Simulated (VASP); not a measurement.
# Au (I4/mmm) in VASP: further runs, part 2 of 2

VASP 6.6.1. Earlier steps stand in the parts before.

**3. Single point, PBE (strain +0.000 along x and y, +0.040 along z)**

INCAR reads:

```
PREC = Accurate
ENCUT = 520
EDIFF = 1E-6
ISMEAR = 0
SIGMA = 0.15
LREAL = False
LASPH = True
NELM = 60
ALGO = Normal
ISIF = 2
LWAVE = False
LCHARG = True
GGA = PE
LELF = True
LVHAR = True
NBANDS = 12
```

KPOINTS reads:

```
regular mesh
0
Gamma
  20 20 20
```

POSCAR reads:

```
Au
1.0
    0.0000000000      2.0455000000      2.1273200000
    2.0455000000      0.0000000000      2.1273200000
    2.0455000000      2.0455000000      0.0000000000
Au
1
Direct
    0.0000000000      0.0000000000      0.0000000000
```

Potentials or basis: VASP PAW PBE potentials, release 64 (Au).

Command:

```
$ cat potpaw_PBE.64/Au/POTCAR > POTCAR
$ mpirun -np 1 vasp_std > vasp.out
```

OUTCAR:

```text
PREC = Accurate
   ENCUT = 520
   EDIFF = 1E-6
   ISMEAR = 0
   LREAL = False
   LASPH = True
   NELM = 60
   ISIF = 2
   GGA = PE

 ion  position               nearest neighbor table
   1  0.000  0.000  0.000-

  LATTYP: Found a body centered tetragonal cell.
 ALAT       =     2.8927738418
 C/A-ratio  =     1.4707821049

  Lattice vectors:

 A1 = (  -2.0455000000,   0.0000000000,   2.1273200000)
 A2 = (   2.0455000000,   0.0000000000,   2.1273200000)
 A3 = (   0.0000000000,   2.0455000000,  -2.1273200000)

Analysis of symmetry for initial positions (statically):
=====================================================================
 Subroutine PRICEL returns:
 Original cell was already a primitive cell.

 Routine SETGRP: Setting up the symmetry group for a
 body centered tetragonal supercell.

 Subroutine GETGRP returns: Found 16 space group operations
 (whereof 16 operations were pure point group operations)
 out of a pool of 16 trial point group operations.

The static configuration has the point symmetry D_4h.

Analysis of symmetry for dynamics (positions and initial velocities):
=====================================================================
 Subroutine PRICEL returns:
 Original cell was already a primitive cell.

 Routine SETGRP: Setting up the symmetry group for a
 body centered tetragonal supercell.

 Subroutine GETGRP returns: Found 16 space group operations
 (whereof 16 operations were pure point group operations)
 out of a pool of 16 trial point group operations.

The dynamic configuration has the point symmetry D_4h.

 Subroutine INISYM returns: Found 16 space group operations
 (whereof 16 operations are pure point group operations),
 and found     1 'primitive' translations

----------------------------------------------------------------------------------------

                                     Primitive cell

  volume of cell :      17.8017

  direct lattice vectors                    reciprocal lattice vectors
     0.000000000  2.045500000  2.127320000    -0.244439012  0.244439012  0.235037512
     2.045500000  0.000000000  2.127320000     0.244439012 -0.244439012  0.235037512
     2.045500000  2.045500000  0.000000000     0.244439012  0.244439012 -0.235037512

  length of vectors
     2.951196475  2.951196475  2.892773842     0.418023317  0.418023317  0.418023317

  position of ions in fractional coordinates (direct lattice)
     0.000000000  0.000000000  0.000000000

  ion indices of the primitive-cell ions
   primitive index   ion index
                 1           1

----------------------------------------------------------------------------------------

 KPOINTS: regular mesh

Automatic generation of k-mesh.
 Grid dimensions read from file:
 generate k-points for:   20   20   20

 Generating k-lattice:

  Cartesian coordinates                     Fractional coordinates (reciprocal lattice)
    -0.012221951  0.012221951  0.011751876     0.050000000  0.000000000  0.000000000
     0.012221951 -0.012221951  0.011751876     0.000000000  0.050000000  0.000000000
     0.012221951  0.012221951 -0.011751876     0.000000000  0.000000000  0.050000000

  Length of vectors
     0.020901166  0.020901166  0.020901166

  Shift w.r.t. Gamma in fractional coordinates (k-lattice)
     0.000000000  0.000000000  0.000000000

 Subroutine IBZKPT returns following result:
 ===========================================

 Found    641 irreducible k-points:

 Following reciprocal coordinates:
            Coordinates               Weight
  0.000000  0.000000  0.000000      1.000000
  0.050000  0.000000  0.000000      8.000000
  0.100000  0.000000  0.000000      8.000000
  0.150000  0.000000  0.000000      8.000000
  0.200000  0.000000  0.000000      8.000000
  0.250000  0.000000  0.000000      8.000000
[... 16 lines left out ...]
 -0.400000  0.050000  0.000000      8.000000
 -0.350000  0.050000  0.000000      8.000000
 [... further k-points ...]
   k-points           NKPTS =    641   k-points in BZ     NKDIM =    641   number of bands    NBANDS=     12
   number of dos      NEDOS =    301   number of ions     NIONS =      1
   total plane-waves  NPLWV =  13824
   dimension x,y,z NGX =    24 NGY =   24 NGZ =   24
   dimension x,y,z NGXF=    48 NGYF=   48 NGZF=   48
   ions per type =               1
   NGX,Y,Z   is equivalent  to a cutoff of  13.52, 13.52, 13.79 a.u.
   NGXF,Y,Z  is equivalent  to a cutoff of  27.04, 27.04, 27.59 a.u.
 SYSTEM =  unknown system
   PREC   = accura    normal or accurate (medium, high low for compatibility)
   ISTART =      0    job   : 0-new  1-cont  2-samecut
   ICHARG =      2    charge: 1-file 2-atom 10-const
   ISPIN  =      1    spin polarized calculation?
   LNONCOLLINEAR =      F non collinear calculations
   LSORBIT =      F    spin-orbit coupling
   LASPH  =      T    aspherical Exc in radial PAW
   ENCUT  =  520.0 eV  38.22 Ry    6.18 a.u.   5.49  5.49  5.38*2*pi/ulx,y,z
   NELM   =     60;   NELMIN=  2; NELMDL= -5     # of ELM steps
   EDIFF  = 0.1E-05   stopping-criterion for ELM
   LREAL  =      F    real-space projection
   EDIFFG = 0.1E-04   stopping-criterion for IOM
   NSW    =      0    number of steps for IOM
   IBRION =     -1    ionic relax: 0-MD 1-quasi-New 2-CG
   NFREE  =      0    steps in history (QN), initial steepest desc. (CG)
   ISIF   =      2    stress and relaxation
   ISYM   =      2    0-nonsym 1-usesym 2-fastsym
   POTIM  = 0.5000    time-step for ionic-motion
   TEBEG  =    0.0;   TEEND  =   0.0 temperature during run
   PSTRESS=    0.0 pullay stress
   NELECT =      11.0000    total number of electrons
   NUPDOWN=      -1.0000    fix difference up-down
   EMIN   =  10.00;   EMAX   =-10.00  energy-range for DOS
   EFERMI =   0.00;   METHOD = LEGACY
   ISMEAR =     0;   SIGMA  =   0.15  broadening in eV -4-tet -1-fermi 0-gaus
   EFERMI_NEDOS =   21; number of points for ismear=-14 and -15
   IALGO  =     38    algorithm
   IMIX   =      4    mixing-type and parameters
     AMIX     =   0.40;   BMIX     =  1.00
     AMIX_MAG =   1.60;   BMIX_MAG =  1.00
  volume/ion in A,a.u.               =      17.80       120.13
  Fermi-wavevector in a.u.,A,eV,Ry     =   1.394393  2.635020 26.454233  1.944331
  Thomas-Fermi vector in A             =   2.517946
   LORBIT       =      0    0 simple, 1 ext, 2 COOP (PROOUT), +10 PAW based schemes
   GGA     = PE    functional components
   LHFCALC =     F    Hartree Fock is set to
   AEXX    =    0.0000 exact exchange contribution
   IVDW    =     0    specifies the selected vdW correction
   LEPSILON=     F    determine dielectric tensor
   LRPA    =     F    only Hartree local field effects (RPA)
 non-spin polarized calculation
 Gauss-broadening in eV      SIGMA  =   0.15
  energy-cutoff  :      520.00
  volume of cell :       17.80
 maximum number of plane-waves:       502
 NGX is ok and might be reduce to    24
   NGX = 11   NGY = 11   NGZ = 11

 number of electron      11.0000002 magnetization

 Free energy of the ion-electron system (eV)
  ---------------------------------------------------
  ext. energy  EPLUGINS =         0.00000000
  ---------------------------------------------------
  free energy    TOTEN  =        -3.22077570 eV

  energy without entropy =       -3.21781322  energy(sigma->0) =       -3.21929446

 E-fermi :   8.7622     XC(G=0): -12.4563

 val. band max:        8.7499496614   @ k =  -0.3000   0.2000   0.1000
 cond. band min:       8.7727927481   @ k =   0.5000   0.1000   0.3000
 fundamental gap:      0.0228430867
 Fermi energy:         8.7621619484

 k-point     1 :       0.0000    0.0000    0.0000
  band No.  band energies     occupation
      1      -0.6388      2.00000
      2       4.0803      2.00000
      3       4.4157      2.00000
      4       4.4157      2.00000
      5       5.5135      2.00000
      6       5.8755      2.00000
      7      23.3594      0.00000
      8      26.6995      0.00000
      9      27.2810      0.00000
     10      27.2810      0.00000
     11      31.8769      0.00000
     12      35.7967      0.00000
[... 331 lines left out ...]
 k-point    24 :      -0.3500    0.0500    0.0000
  band No.  band energies     occupation
      1       1.8522      2.00000
      2       4.2148      2.00000
      3       4.5681      2.00000
      4       5.4043      2.00000
      5       6.2812      2.00000
      6       6.8867      2.00000
      7      15.0944      0.00000
      8      23.1537      0.00000
      9      25.5161      0.00000
     10      27.5236      0.00000
     11      31.4576      0.00000
     12      32.8004      0.00000

 [... further k-points ...]

------------------------ aborting loop because EDIFF is reached ----------------------------------------

  FORCE on cell =-STRESS in cart. coord.  units (eV):
  Direction    XX          YY          ZZ          XY          YZ          ZX
  --------------------------------------------------------------------------------------
  -------------------------------------------------------------------------------------
  Total        0.1794136      0.1794136      0.0414431      0.0000000     -0.0000000     -0.0000000
  in kB       16.1474540     16.1474540      3.7299285      0.0000000     -0.0000000     -0.0000000
  external PRESSURE =      12.0082788 kB  Pullay stress =       0.0000000 kB

 VOLUME and BASIS-vectors are now :
 -----------------------------------------------------------------------------
  energy-cutoff  :      520.00
  volume of cell :       17.80
      direct lattice vectors                 reciprocal lattice vectors
     0.000000000  2.045500000  2.127320000    -0.244439012  0.244439012  0.235037512
     2.045500000  0.000000000  2.127320000     0.244439012 -0.244439012  0.235037512
     2.045500000  2.045500000  0.000000000     0.244439012  0.244439012 -0.235037512

 POSITION                                       TOTAL-FORCE (eV/Angst)
 -----------------------------------------------------------------------------------
      0.00000      0.00000      0.00000         0.000000     -0.000000      0.000000
 -----------------------------------------------------------------------------------
    total drift:                               -0.000000      0.000000     -0.000000

  FREE ENERGIE OF THE ION-ELECTRON SYSTEM (eV)
  ---------------------------------------------------
  free  energy   TOTEN  =        -3.2207756991 eV

  energy  without entropy=       -3.2178132191  energy(sigma->0) =       -3.21929446
```

stdout:

```text
POSCAR found type information on POSCAR Au
 POSCAR found :  1 types and       1 ions
 scaLAPACK will be used
 LDA part: xc-table for (Slater+PW92), standard interpolation
 POSCAR, INCAR and KPOINTS ok, starting setup
 FFT: planning ... GRIDC
 FFT: planning ... GRID_SOFT
 FFT: planning ... GRID
 WAVECAR not read
 entering main loop
```

It took 32 s on 1 thread of Intel Xeon 6975P-C (Granite Rapids), shared host; peak memory 0.25 GiB.

Results:

```yaml
Free_energy: -3.2208 eV
Pressure: 1.2 GPa
```

Caveat: the cell differs from its parent crystal (strain +0.000 along x and y, +0.040 along z); spin-orbit coupling is left out, which moves the levels of the heavy elements.
